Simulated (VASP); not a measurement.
# InAu3 (P-6m2) in VASP: single point with LDA

Aim: the single point of InAu3 with LDA.

Program: VASP 6.6.1. These are calculated values, not measurements. Logs are shortened: lines on timing, memory, paths and dates and some standing lists are left out, and cuts for length are marked.

### Step 1. The cell of the first run

It takes space group P-6m2 (No. 187, hexagonal). Conventional cell: a = 3.161 Å, b = 3.161 Å, c = 9.058 Å, α = 90.00°, β = 90.00°, γ = 120.00°. Au (site symmetry 3m) has 3 In at 2.90 Å and 9 Au at 2.92 to 3.16 Å within 3.8 Å. Within 3.8 Å of Au (site symmetry -6m2) lie 12 Au at 2.92 to 3.16 Å. In (site symmetry -6m2) has 6 Au at 2.90 Å and 6 In at 3.16 Å within 3.8 Å.

### Step 2. Single point, LDA

File INCAR:

```
  PREC = Accurate
  ENCUT = 520
  EDIFF = 1E-6
  ISMEAR = -1
  SIGMA = 0.05
  LREAL = False
  LASPH = True
  NELM = 60
  ALGO = Normal
  ISIF = 2
  LWAVE = False
  LCHARG = False
  NBANDS = 31
```

File KPOINTS:

```
regular mesh
0
Gamma
  10 10 3
```

File POSCAR:

```
InAu3
1.0
    3.1605898000      0.0000000000      0.0000000000
   -1.5802949000      2.7371510577      0.0000000000
    0.0000000000      0.0000000000      9.0575750000
Au In
3 1
Direct
    0.3333333333      0.6666666667      0.7516050000
    0.3333333333      0.6666666667      0.2483950000
    0.6666666667      0.3333333333      0.5000000000
    0.6666666667      0.3333333333      0.0000000000
```

Potentials or basis: VASP PAW LDA potentials, release 64 (Au, In_d).

Run with:

```sh
$ cat potpaw_LDA.64/Au/POTCAR potpaw_LDA.64/In_d/POTCAR > POTCAR
$ mpirun -np 1 vasp_std > vasp.out
```

OUTCAR:

```text
PREC = Accurate
   ENCUT = 520
   EDIFF = 1E-6
   ISMEAR = -1
   LREAL = False
   LASPH = True
   NELM = 60
   ISIF = 2

 ion  position               nearest neighbor table
   1  0.333  0.667  0.752-   4 2.90   4 2.90   4 2.90   3 2.92   3 2.92   3 2.92
   2  0.333  0.667  0.248-   4 2.90   4 2.90   4 2.90   3 2.92   3 2.92   3 2.92
   3  0.667  0.333  0.500-   1 2.92   2 2.92   1 2.92   2 2.92   1 2.92   2 2.92
   4  0.667  0.333  0.000-   1 2.90   2 2.90   1 2.90   2 2.90   1 2.90   2 2.90

  LATTYP: Found a hexagonal cell.
 ALAT       =     3.1605898000
 C/A-ratio  =     2.8657863162

  Lattice vectors:

 A1 = (   3.1605898000,   0.0000000000,   0.0000000000)
 A2 = (  -1.5802949000,   2.7371510577,   0.0000000000)
 A3 = (   0.0000000000,   0.0000000000,   9.0575750000)

Analysis of symmetry for initial positions (statically):
=====================================================================
 Subroutine PRICEL returns:
 Original cell was already a primitive cell.

 Routine SETGRP: Setting up the symmetry group for a
 hexagonal supercell.

 Subroutine GETGRP returns: Found 12 space group operations
 (whereof 12 operations were pure point group operations)
 out of a pool of 24 trial point group operations.

The static configuration has the point symmetry D_3h.

Analysis of symmetry for dynamics (positions and initial velocities):
=====================================================================
 Subroutine PRICEL returns:
 Original cell was already a primitive cell.

 Routine SETGRP: Setting up the symmetry group for a
 hexagonal supercell.

 Subroutine GETGRP returns: Found 12 space group operations
 (whereof 12 operations were pure point group operations)
 out of a pool of 24 trial point group operations.

The dynamic configuration has the point symmetry D_3h.

 Subroutine INISYM returns: Found 12 space group operations
 (whereof 12 operations are pure point group operations),
 and found     1 'primitive' translations

----------------------------------------------------------------------------------------

                                     Primitive cell

  volume of cell :      78.3572

  direct lattice vectors                    reciprocal lattice vectors
     3.160589800  0.000000000  0.000000000     0.316396642  0.182671687  0.000000000
    -1.580294900  2.737151058  0.000000000     0.000000000  0.365343373  0.000000000
     0.000000000  0.000000000  9.057575000     0.000000000  0.000000000  0.110404827

  length of vectors
[... 81 lines left out ...]
   LNONCOLLINEAR =      F non collinear calculations
   LSORBIT =      F    spin-orbit coupling
   LASPH  =      T    aspherical Exc in radial PAW
   ENCUT  =  520.0 eV  38.22 Ry    6.18 a.u.   5.88  5.88 16.84*2*pi/ulx,y,z
   NELM   =     60;   NELMIN=  2; NELMDL= -5     # of ELM steps
   EDIFF  = 0.1E-05   stopping-criterion for ELM
   LREAL  =      F    real-space projection
   EDIFFG = 0.1E-04   stopping-criterion for IOM
   NSW    =      0    number of steps for IOM
   IBRION =     -1    ionic relax: 0-MD 1-quasi-New 2-CG
   NFREE  =      0    steps in history (QN), initial steepest desc. (CG)
   ISIF   =      2    stress and relaxation
   ISYM   =      2    0-nonsym 1-usesym 2-fastsym
   POTIM  = 0.5000    time-step for ionic-motion
   TEBEG  =    0.0;   TEEND  =   0.0 temperature during run
   PSTRESS=    0.0 pullay stress
   NELECT =      46.0000    total number of electrons
   NUPDOWN=      -1.0000    fix difference up-down
   EMIN   =  10.00;   EMAX   =-10.00  energy-range for DOS
   EFERMI =   0.00;   METHOD = LEGACY
   ISMEAR =    -1;   SIGMA  =   0.05  broadening in eV -4-tet -1-fermi 0-gaus
   EFERMI_NEDOS =   21; number of points for ismear=-14 and -15
   IALGO  =     38    algorithm
   IMIX   =      4    mixing-type and parameters
     AMIX     =   0.40;   BMIX     =  1.00
     AMIX_MAG =   1.60;   BMIX_MAG =  1.00
  volume/ion in A,a.u.               =      19.59       132.20
  Fermi-wavevector in a.u.,A,eV,Ry     =   1.370780  2.590399 25.565870  1.879038
  Thomas-Fermi vector in A             =   2.496536
   LORBIT       =      0    0 simple, 1 ext, 2 COOP (PROOUT), +10 PAW based schemes
   GGA     = CA    functional components
   LHFCALC =     F    Hartree Fock is set to
   AEXX    =    0.0000 exact exchange contribution
   IVDW    =     0    specifies the selected vdW correction
   LEPSILON=     F    determine dielectric tensor
   LRPA    =     F    only Hartree local field effects (RPA)
 non-spin polarized calculation
  energy-cutoff  :      520.00
  volume of cell :       78.36
 maximum number of plane-waves:      2136
 NGX is ok and might be reduce to    24
   NGX = 11   NGY = 11   NGZ = 33

 number of electron      46.0000002 magnetization

 Free energy of the ion-electron system (eV)
  ---------------------------------------------------
  ext. energy  EPLUGINS =         0.00000000
  ---------------------------------------------------
  free energy    TOTEN  =       -16.32610123 eV

  energy without entropy =      -16.31845674  energy(sigma->0) =      -16.32227898

 E-fermi :   8.3413     XC(G=0): -12.1278

 val. band max:        8.3400150507   @ k =   0.5000   0.0000   0.0000
 cond. band min:       8.3558403176   @ k =   0.5000   0.0000   0.3333
 fundamental gap:      0.0158252669
 Fermi energy:         8.3412643498

 k-point     1 :       0.0000    0.0000    0.0000
  band No.  band energies     occupation
      1      -6.7277      2.00000
      2      -6.6982      2.00000
      3      -6.6982      2.00000
      4      -6.3727      2.00000
      5      -6.3727      2.00000
      6      -1.8777      2.00000
[... 805 lines left out ...]
     30      15.6178      0.00000
     31      17.2252      0.00000

 [... further k-points ...]
[... 5 lines left out ...]
  --------------------------------------------------------------------------------------
  -------------------------------------------------------------------------------------
  Total       -4.7602669     -4.7602669     -5.9016759     -0.0000000      0.0000000     -0.0000000
  in kB      -97.3336576    -97.3336576   -120.6721642     -0.0000000      0.0000000     -0.0000000
  external PRESSURE =    -105.1131598 kB  Pullay stress =       0.0000000 kB

 VOLUME and BASIS-vectors are now :
 -----------------------------------------------------------------------------
  energy-cutoff  :      520.00
  volume of cell :       78.36
      direct lattice vectors                 reciprocal lattice vectors
     3.160589800  0.000000000  0.000000000     0.316396642  0.182671687  0.000000000
    -1.580294900  2.737151058  0.000000000     0.000000000  0.365343373  0.000000000
     0.000000000  0.000000000  9.057575000     0.000000000  0.000000000  0.110404827

 POSITION                                       TOTAL-FORCE (eV/Angst)
 -----------------------------------------------------------------------------------
     -0.00000      1.82477      6.80772        -0.000000      0.000000     -0.218205
     -0.00000      1.82477      2.24986        -0.000000      0.000000      0.218205
      1.58029      0.91238      4.52879         0.000000     -0.000000      0.000000
      1.58029      0.91238      0.00000         0.000000      0.000000      0.000000
 -----------------------------------------------------------------------------------
    total drift:                                0.000000     -0.000000      0.000000

  FREE ENERGIE OF THE ION-ELECTRON SYSTEM (eV)
  ---------------------------------------------------
  free  energy   TOTEN  =       -16.3261012270 eV

  energy  without entropy=      -16.3184567398  energy(sigma->0) =      -16.32227898
```

OSZICAR:

```text
N       E                     dE             d eps       ncg     rms          rms(c)
DAV:   1     0.405267130343E+03    0.40527E+03   -0.22146E+04  1743   0.178E+03
DAV:   2     0.142579460016E+02   -0.39101E+03   -0.36309E+03  1851   0.440E+02
DAV:   3    -0.167092603954E+02   -0.30967E+02   -0.29819E+02  1996   0.118E+02
DAV:   4    -0.175133471298E+02   -0.80409E+00   -0.80211E+00  1967   0.183E+01
DAV:   5    -0.175407789921E+02   -0.27432E-01   -0.27431E-01  2579   0.365E+00    0.118E+01
DAV:   6    -0.164131727676E+02    0.11276E+01   -0.34876E+00  1967   0.134E+01    0.797E+00
DAV:   7    -0.163430172645E+02    0.70156E-01   -0.15156E-01  2306   0.405E+00    0.433E+00
DAV:   8    -0.163279333766E+02    0.15084E-01   -0.32804E-02  2528   0.146E+00    0.466E-01
DAV:   9    -0.163261445868E+02    0.17888E-02   -0.70285E-03  2378   0.949E-01    0.234E-01
DAV:  10    -0.163261059959E+02    0.38591E-04   -0.54497E-04  1925   0.160E-01    0.950E-02
DAV:  11    -0.163261020342E+02    0.39617E-05   -0.46617E-05  2167   0.550E-02    0.326E-02
DAV:  12    -0.163261012270E+02    0.80712E-06   -0.45623E-06  1822   0.207E-02
   1 F= -.16326101E+02 E0= -.16322279E+02  d E =-.764449E-02
```

It took 36 s on 1 thread of AMD EPYC 9R45 (Zen 5), shared host; peak memory 0.17 GiB.

What came out:

- Free energy: -16.3261 eV
- Pressure: -10.5 GPa
- Largest force: 0.218 eV/Å
- Band gap on the k mesh: zero (band 23 reaches 9.13 eV, above the bottom of band 24 at 6.00 eV)

Forces in eV/Å, atoms in the order of the input:
```
Au   0.000  0.000 -0.218
Au   0.000  0.000  0.218
Au   0.000  0.000  0.000
In   0.000  0.000  0.000
```

Stress tensor (GPa, compression positive):
```
 -9.73   0.00   0.00
  0.00  -9.73   0.00
  0.00   0.00 -12.07
```

Caveat: spin-orbit coupling is left out, which moves the levels of the heavy elements.
